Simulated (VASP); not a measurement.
# CsCl (Pm-3m) in VASP: single point with PBE

Aim: the single point of CsCl with PBE.

Program: VASP 6.6.1. These are calculated values, not measurements. Logs are shortened: lines on timing, memory, paths and dates and some standing lists are left out, and cuts for length are marked.

**1. The cell of the first run**

The structure is cubic, space group Pm-3m (No. 221). Conventional cell: a = 4.123 Å, b = 4.123 Å, c = 4.123 Å, α = 90.00°, β = 90.00°, γ = 90.00°. Within 4.7 Å of Cs (site symmetry m-3m) lie 8 Cl at 3.57 Å and 6 Cs at 4.12 Å. Cl (site symmetry m-3m) has 8 Cs at 3.57 Å and 6 Cl at 4.12 Å within 4.7 Å.

**2. Single point, PBE, non-collinear spin, zero start, spin-orbit coupling**

INCAR

```
SYSTEM = CsCl
ALGO     = Normal         ! electronic algorithm
EDIFF    = 1E-6           ! SCF threshold, eV
ENCUT    = 500            ! plane-wave cutoff, eV
GGA      = PE             ! functional
GGA_COMPAT= .FALSE.      
ISIF     = 2              ! what is computed and relaxed
ISMEAR   = -1             ! smearing method
LASPH    = .TRUE.         ! aspherical terms in the spheres
LCHARG   = .FALSE.        ! write CHGCAR
LORBIT   = 11             ! projections on sites
LORBMOM  = .TRUE.       
LREAL    = .FALSE.        ! projectors in reciprocal space
LSORBIT  = .TRUE.         ! spin-orbit coupling
LWAVE    = .FALSE.        ! write WAVECAR
MAGMOM   = 0 0 0 0 0 0    ! initial moments
NBANDS   = 28             ! bands
NELM     = 200            ! most SCF steps
PREC     = Accurate       ! precision mode
SIGMA    = 0.03           ! smearing width, eV
```

KPOINTS

```
k-points
0
G
  6 6 6
  0 0 0
```

POSCAR

```
CsCl
1.0
    4.1230000000      0.0000000000      0.0000000000
    0.0000000000      4.1230000000      0.0000000000
    0.0000000000      0.0000000000      4.1230000000
Cs Cl
1 1
Direct
    0.0000000000      0.0000000000      0.0000000000
    0.5000000000      0.5000000000      0.5000000000
```

Potentials or basis: VASP PAW PBE potentials, release 64 (Cs_sv, Cl).

Run with:

```console
$ cat potpaw_PBE.64/Cs_sv/POTCAR potpaw_PBE.64/Cl/POTCAR > POTCAR
$ mpirun -np 1 vasp_ncl > vasp.out
```

OUTCAR:

```text
SYSTEM = CsCl
   EDIFF = 1E-6
   ENCUT = 500
   GGA = PE
   ISIF = 2
   ISMEAR = -1
   LASPH = .TRUE.
   LORBIT = 11
   LREAL = .FALSE.
   LSORBIT = .TRUE.
   NELM = 200
   PREC = Accurate

 ion  position               nearest neighbor table
   1  0.000  0.000  0.000-
   2  0.500  0.500  0.500-

  LATTYP: Found a simple cubic cell.
 ALAT       =     4.1230000000

  Lattice vectors:

 A1 = (   4.1230000000,   0.0000000000,   0.0000000000)
 A2 = (   0.0000000000,   4.1230000000,   0.0000000000)
 A3 = (   0.0000000000,   0.0000000000,   4.1230000000)

Analysis of symmetry for initial positions (statically):
=====================================================================
 Subroutine PRICEL returns:
 Original cell was already a primitive cell.

 Routine SETGRP: Setting up the symmetry group for a
 simple cubic supercell.

 Subroutine GETGRP returns: Found 48 space group operations
 (whereof 48 operations were pure point group operations)
 out of a pool of 48 trial point group operations.

The static configuration has the point symmetry O_h .

Analysis of symmetry for dynamics (positions and initial velocities):
=====================================================================
 Subroutine PRICEL returns:
 Original cell was already a primitive cell.

 Routine SETGRP: Setting up the symmetry group for a
 simple cubic supercell.

 Subroutine GETGRP returns: Found 48 space group operations
 (whereof 48 operations were pure point group operations)
 out of a pool of 48 trial point group operations.

The dynamic configuration has the point symmetry O_h .

Analysis of structural, dynamic, and magnetic symmetry:
=====================================================================
 Subroutine PRICEL returns:
 Original cell was already a primitive cell.

 Routine SETGRP: Setting up the symmetry group for a
 simple cubic supercell.

 Subroutine GETGRP returns: Found 48 space group operations
 (whereof 48 operations were pure point group operations)
 out of a pool of 48 trial point group operations.

The overall configuration has the point symmetry O_h .

 Subroutine INISYM returns: Found 48 space group operations
 (whereof 48 operations are pure point group operations),
 and found     1 'primitive' translations

----------------------------------------------------------------------------------------

                                     Primitive cell

  volume of cell :      70.0874

  direct lattice vectors                    reciprocal lattice vectors
     4.123000000  0.000000000  0.000000000     0.242541838  0.000000000  0.000000000
     0.000000000  4.123000000  0.000000000     0.000000000  0.242541838  0.000000000
     0.000000000  0.000000000  4.123000000     0.000000000  0.000000000  0.242541838

  length of vectors
     4.123000000  4.123000000  4.123000000     0.242541838  0.242541838  0.242541838

  position of ions in fractional coordinates (direct lattice)
     0.000000000  0.000000000  0.000000000
     0.500000000  0.500000000  0.500000000

  ion indices of the primitive-cell ions
   primitive index   ion index
                 1           1
                 2           2

----------------------------------------------------------------------------------------

 KPOINTS: k-points

Automatic generation of k-mesh.
 Grid dimensions read from file:
 generate k-points for:    6    6    6

 Generating k-lattice:

  Cartesian coordinates                     Fractional coordinates (reciprocal lattice)
     0.040423640  0.000000000  0.000000000     0.166666667  0.000000000  0.000000000
     0.000000000  0.040423640  0.000000000     0.000000000  0.166666667  0.000000000
     0.000000000  0.000000000  0.040423640     0.000000000  0.000000000  0.166666667

  Length of vectors
     0.040423640  0.040423640  0.040423640
[... 88 lines left out ...]

 number of electron      16.0000001 magnetization       0.0000000      0.0000000     -0.0000000

 number of electron      16.0000001 magnetization       0.0000000      0.0000000      0.0000000

 Free energy of the ion-electron system (eV)
  ---------------------------------------------------
  ext. energy  EPLUGINS =         0.00000000
  ---------------------------------------------------
  free energy    TOTEN  =        -6.69019826 eV

  energy without entropy =       -6.69019826  energy(sigma->0) =       -6.69019826

 E-fermi :   0.4388     XC(G=0):  -8.2589

 val. band max:       -0.2483029485   @ k =   0.0000   0.0000   0.0000
 cond. band min:       4.9416342465   @ k =   0.0000   0.0000   0.0000
 fundamental gap:      5.1899371949
 Fermi energy:         0.4388249624

 k-point     1 :       0.0000    0.0000    0.0000
  band No.  band energies     occupation
      1     -19.6976      1.00000
      2     -19.6976      1.00000
      3     -12.4944      1.00000
      4     -12.4944      1.00000
      5      -7.2699      1.00000
      6      -7.2699      1.00000
[... 609 lines left out ...]
     27      10.4181      0.00000
     28      10.4181      0.00000

------------------------ aborting loop because EDIFF is reached ----------------------------------------

  FORCE on cell =-STRESS in cart. coord.  units (eV):
  Direction    XX          YY          ZZ          XY          YZ          ZX
  --------------------------------------------------------------------------------------
  -------------------------------------------------------------------------------------
  Total        0.4456830      0.4456830      0.4456830      0.0000000     -0.0000000     -0.0000000
  in kB       10.1881812     10.1881812     10.1881812      0.0000000     -0.0000000     -0.0000000
  external PRESSURE =      10.1881812 kB  Pullay stress =       0.0000000 kB

 VOLUME and BASIS-vectors are now :
 -----------------------------------------------------------------------------
  energy-cutoff  :      500.00
  volume of cell :       70.09
      direct lattice vectors                 reciprocal lattice vectors
     4.123000000  0.000000000  0.000000000     0.242541838  0.000000000  0.000000000
     0.000000000  4.123000000  0.000000000     0.000000000  0.242541838  0.000000000
     0.000000000  0.000000000  4.123000000     0.000000000  0.000000000  0.242541838

 POSITION                                       TOTAL-FORCE (eV/Angst)
 -----------------------------------------------------------------------------------
      0.00000      0.00000      0.00000         0.000000      0.000000      0.000000
      2.06150      2.06150      2.06150         0.000000      0.000000      0.000000
 -----------------------------------------------------------------------------------
    total drift:                                0.000000      0.000000      0.000000

  FREE ENERGIE OF THE ION-ELECTRON SYSTEM (eV)
  ---------------------------------------------------
  free  energy   TOTEN  =        -6.6901982579 eV

  energy  without entropy=       -6.6901982579  energy(sigma->0) =       -6.69019826

 orbital moment (x)

 # of ion     p       d       tot
 ----------------------------------------
  1         0.000   0.000   0.000
  2        -0.000   0.000  -0.000
 ----------------------------------------
           -0.000   0.000   0.000

 orbital moment (y)

 # of ion     p       d       tot
 ----------------------------------------
  1         0.000   0.000   0.000
  2         0.000   0.000   0.000
 ----------------------------------------
            0.000   0.000   0.000

 orbital moment (z)

 # of ion     p       d       tot
 ----------------------------------------
  1         0.000  -0.000  -0.000
  2         0.000   0.000   0.000
 ----------------------------------------
            0.000  -0.000  -0.000

 Spin-Orbit-Coupling matrix elements

 Ion:    1  E_soc:     -0.3245817
 l=   1
     0.0000000    -0.0540752    -0.0540752
    -0.0540752     0.0000000    -0.0540752
    -0.0540752    -0.0540752     0.0000000
 l=   2
     0.0000000    -0.0000078     0.0000000    -0.0000078    -0.0000139
    -0.0000078     0.0000000    -0.0000104    -0.0000078    -0.0000035
     0.0000000    -0.0000104     0.0000000    -0.0000104     0.0000000
    -0.0000078    -0.0000078    -0.0000104     0.0000000    -0.0000035
    -0.0000139    -0.0000035     0.0000000    -0.0000035     0.0000000
 l=   3
     0.0000000     0.0000000     0.0000000     0.0000000     0.0000000     0.0000000     0.0000000
     0.0000000     0.0000000     0.0000000     0.0000000     0.0000000     0.0000000     0.0000000
     0.0000000     0.0000000     0.0000000     0.0000000     0.0000000     0.0000000     0.0000000
     0.0000000     0.0000000     0.0000000     0.0000000     0.0000000     0.0000000     0.0000000
     0.0000000     0.0000000     0.0000000     0.0000000     0.0000000     0.0000000     0.0000000
     0.0000000     0.0000000     0.0000000     0.0000000     0.0000000     0.0000000     0.0000000
     0.0000000     0.0000000     0.0000000     0.0000000     0.0000000     0.0000000     0.0000000

 Ion:    2  E_soc:     -0.0031817
 l=   1
     0.0000000    -0.0005303    -0.0005303
    -0.0005303     0.0000000    -0.0005303
    -0.0005303    -0.0005303     0.0000000
 l=   2
     0.0000000     0.0000000     0.0000000     0.0000000     0.0000000
     0.0000000     0.0000000     0.0000000     0.0000000     0.0000000
     0.0000000     0.0000000     0.0000000     0.0000000     0.0000000
     0.0000000     0.0000000     0.0000000     0.0000000     0.0000000
     0.0000000     0.0000000     0.0000000     0.0000000     0.0000000
 l=   3
     0.0000000     0.0000000     0.0000000     0.0000000     0.0000000     0.0000000     0.0000000
     0.0000000     0.0000000     0.0000000     0.0000000     0.0000000     0.0000000     0.0000000
     0.0000000     0.0000000     0.0000000     0.0000000     0.0000000     0.0000000     0.0000000
     0.0000000     0.0000000     0.0000000     0.0000000     0.0000000     0.0000000     0.0000000
     0.0000000     0.0000000     0.0000000     0.0000000     0.0000000     0.0000000     0.0000000
     0.0000000     0.0000000     0.0000000     0.0000000     0.0000000     0.0000000     0.0000000
     0.0000000     0.0000000     0.0000000     0.0000000     0.0000000     0.0000000     0.0000000

 total charge

# of ion       s       p       d       tot
------------------------------------------
    1        1.836   4.710   0.031   6.577
    2        1.591   3.552   0.000   5.143
--------------------------------------------------
tot          3.427   8.262   0.031  11.720

 magnetization (x)

# of ion       s       p       d       tot
------------------------------------------
    1        0.000   0.000   0.000   0.000
    2        0.000  -0.000   0.000  -0.000
--------------------------------------------------
tot          0.000  -0.000   0.000  -0.000

 magnetization (y)

# of ion       s       p       d       tot
------------------------------------------
    1        0.000   0.000   0.000   0.000
    2       -0.000  -0.000   0.000  -0.000
--------------------------------------------------
tot         -0.000  -0.000   0.000  -0.000

 magnetization (z)

# of ion       s       p       d       tot
------------------------------------------
    1       -0.000  -0.000   0.000  -0.000
    2       -0.000  -0.000   0.000  -0.000
--------------------------------------------------
tot         -0.000  -0.000   0.000  -0.000
```

Run time: 55 s. Hardware: 1 thread of Intel Xeon Platinum 8259CL at 2.50GHz (Skylake/Cascade Lake), shared host; peak memory 0.29 GiB.

What came out:

| Property | Result |
| --- | --- |
| Free energy | -6.6902 eV |
| Pressure | 1.0 GPa |
| Net moment | 0.00 μB per cell |
| Valence electrons inside the program's atomic spheres | Cs 6.58; Cl 5.14 |

Moments on the atoms (μB; x, y, z):
```
Cs  0.00 0.00 0.00
Cl  0.00 0.00 0.00
```
